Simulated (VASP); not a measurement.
Crystal: C.

```
C
1.0
     0.00000    1.78014    1.83355
     1.78014    0.00000    1.83355
     1.78014    1.78014    0.00000
C
2
Direct
  0.50000 0.50000 0.50000
  0.75000 0.75000 0.75000
```

This cell differs from its parent crystal: strain +0.0300 x Voigt [0, 0, 1, 0, 0, 0].

Base run:

```yaml
Program: VASP 6.6.1
Functional: r2SCAN
Potentials_or_basis: VASP PAW PBE potentials, release 64 (C)
Cutoff: 520 eV
k_mesh: 12 × 12 × 12
Occupations: gaussian, width 0.05 eV
Spin: no spin polarisation
```

Its results: band gap on the k mesh 3.90 eV, indirect (least direct gap 5.49 eV); pressure -11.6 GPa.

Q: The run is repeated on the same cell with these changes: potentials or basis from VASP PAW PBE potentials, release 64 (C) to VASP PAW PBE potentials, release 64 (C_h); cutoff from 520 eV to 910 eV. What comes out?

A: Band gap on the k mesh 3.93 eV, indirect (least direct gap 5.53 eV); pressure -13.4 GPa.

Caveats: the PAW data sets were made with another functional, which shifts forces and pressure a little; the cutoff is under 1.25 times the usual one of these potentials, so pressure, stress and relaxed cells hold a basis-set (Pulay) error (some runs).

A k mesh can miss the band edges.
